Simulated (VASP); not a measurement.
A run of VASP 6.6.1:

INCAR

```
ALGO = Normal ; EDIFF = 1E-7
ENCUT = 520 ; ISIF = 2
ISMEAR = -1 ; LASPH = True
LCHARG = True ; LELF = True
LREAL = False ; LVHAR = True
LWAVE = False ; NBANDS = 28
NELM = 100 ; PREC = Accurate
SIGMA = 0.1
```

The input KPOINTS:

```
k-points
0
Gamma
  6 6 6
```

POSCAR

```
Ti3Si
1.0
    0.0000000000      3.1703435917      3.1703435917
    3.1703435917      0.0000000000      3.1703435917
    3.1703435917      3.1703435917      0.0000000000
Ti Si
3 1
Direct
    0.7500000000      0.7500000000      0.7500000000
    0.2500000000      0.2500000000      0.2500000000
    0.0000000000      0.0000000000      0.0000000000
    0.5000000000      0.5000000000      0.5000000000
```

Potentials or basis: VASP PAW LDA potentials, release 64 (Ti_sv, Si).

The run is started by

```sh
$ cat potpaw_LDA.64/Ti_sv/POTCAR potpaw_LDA.64/Si/POTCAR > POTCAR
$ mpirun -np 1 vasp_std > vasp.out
```

Hardware: 1 thread of AMD EPYC 7R13 Processor (Zen 3), on a shared host.

**Question.** How long does it take, and how much memory?

**Answer.** Run time: 58 s on 1 thread of AMD EPYC 7R13 Processor (Zen 3) (shared host), peak memory 0.14 GiB. Counts: scf iterations 15, k points 16.
